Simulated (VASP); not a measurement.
Wanted: the native input for a VASP 6.6.1 run.

* Task: single point
* Functional: PBEsol
* Potentials or basis: VASP PAW PBE potentials, release 64 (Mo_sv)
* Cutoff: 500 eV
* k mesh: 13 × 13 × 13
* Occupations: fermi-dirac, width 0.05 eV
* Spin: no spin polarisation
* Dipole correction: no
* Further INCAR settings: ALGO = Normal; EDIFF = 1e-06; NBANDS = 13

The structure of Mo lies in POSCAR:

```
Mo
1.0
   -1.5302858480      1.5302858480      1.5302858480
    1.5302858480     -1.5302858480      1.5302858480
    1.5302858480      1.5302858480     -1.5302858480
Mo
1
Direct
    0.0000000000      0.0000000000      0.0000000000
```

These files were run (other wordings do the same):

INCAR

```
ALGO = Normal
EDIFF = 1E-6
ENCUT = 500
GGA = PS
GGA_COMPAT = F
ISIF = 2
ISMEAR = -1
LASPH = T
LCHARG = F
LREAL = F
LWAVE = F
NBANDS = 13
NELM = 120
PREC = Accurate
SIGMA = 0.05
```

KPOINTS

```
k-points
0
Gamma
  13 13 13
```

Potentials or basis: VASP PAW PBE potentials, release 64 (Mo_sv).

Run with:

```sh
$ cat potpaw_PBE.64/Mo_sv/POTCAR > POTCAR
$ mpirun -np 1 vasp_std > vasp.out
```

Results of the run:

```yaml
Pressure: 22.0 GPa
Band_gap_on_the_k_mesh: zero (band 7 reaches 17.99 eV, above the bottom of band 8 at 12.36 eV)
```

Caveat: the PAW data sets were made with another functional, which shifts forces and pressure a little.

It took 22 s on 1 thread of Intel Xeon 8259CL (shared host), peak memory 0.13 GiB.
